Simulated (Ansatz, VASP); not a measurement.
## TaAs: VASP beside Ansatz

```xyz
2
Lattice="1.8703 1.0798 3.0374 -1.8703 1.0798 3.0374 0.0000 -2.1596 3.0374" Properties=species:S:1:pos:R:3 pbc="T T T"
Ta    0.0000    0.0000    0.0000
As    0.0000    0.0000    4.5561
```

Change from the starting cell: species swapped into the MnS type (R-3m, No. 166).

Alike in both runs: functional PBE; k mesh 6 × 6 × 6; occupations gaussian, width 0.2 eV; no spin polarisation.

Ansatz relaxed the structure, and its values are those at the end. VASP's run is a single point on that final structure, the one shown.

|  | VASP | Ansatz |
| --- | --- | --- |
| version | VASP 6.6.1 | Ansatz 0.2.0 |
| potentials or method | VASP PAW PBE potentials, release 64 (Ta_pv, As), cutoff 500 eV | scalar-relativistic, plane waves, PAW |
| valence electrons in the cell | 16 | 28 |

|  | VASP | Ansatz | Ansatz less VASP |
| --- | --- | --- | --- |
| gap on the k mesh at the Fermi level (eV) | none | none | - |
| pressure (GPa) | -0.2 | -0.6 | -0.41 |

A gap of «none» marks a metal or a gap that the smearing closes. VASP's potentials hold 16 valence electrons a cell and Ansatz's 28, so a difference there can come from the potentials and not from the codes.

Spin-orbit coupling is off throughout.
